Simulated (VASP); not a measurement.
Input of a VASP 6.6.1 run:

The input INCAR:

```
ALGO     = Normal         # electronic algorithm
EDIFF    = 1E-7           # SCF threshold, eV
ENCUT    = 520            # plane-wave cutoff, eV
ISIF     = 2              # what is computed and relaxed
ISMEAR   = 0              # smearing method
LASPH    = True           # aspherical terms in the spheres
LCHARG   = True           # write CHGCAR
LELF     = True           # ELF
LREAL    = False          # projectors in reciprocal space
LVHAR    = True         
LWAVE    = False          # write WAVECAR
NBANDS   = 41             # bands
NELM     = 100            # most SCF steps
PREC     = Accurate       # precision mode
SIGMA    = 0.01           # smearing width, eV
```

File KPOINTS:

```
k-points
0
Gamma
  6 6 6
```

POSCAR

```
AlGa3N4
1.0
    4.4269712055      0.0000000000      0.0000000000
    0.0000000000      4.4269712055      0.0000000000
    0.0000000000      0.0000000000      4.4269712055
Al Ga N
1 3 4
Direct
    0.0000000000      0.0000000000      0.0000000000
    0.5000000000      0.5000000000      0.0000000000
    0.5000000000      0.0000000000      0.5000000000
    0.0000000000      0.5000000000      0.5000000000
    0.7548198294      0.7548198294      0.2451801706
    0.7548198294      0.2451801706      0.7548198294
    0.2451801706      0.7548198294      0.7548198294
    0.2451801706      0.2451801706      0.2451801706
```

Potentials or basis: VASP PAW LDA potentials, release 64 (Al, Ga_d, N).

Command:

```console
$ cat potpaw_LDA.64/Al/POTCAR potpaw_LDA.64/Ga_d/POTCAR potpaw_LDA.64/N/POTCAR > POTCAR
$ mpirun -np 1 vasp_std > vasp.out
```

(1) What does it give for the pressure?

(2) What does it give for the largest force?

(3) Estimate the band gap on the k mesh.

## Answers

(1) 1.0 GPa.

(2) 0.029 eV/Å.

(3) 2.57 eV, direct.
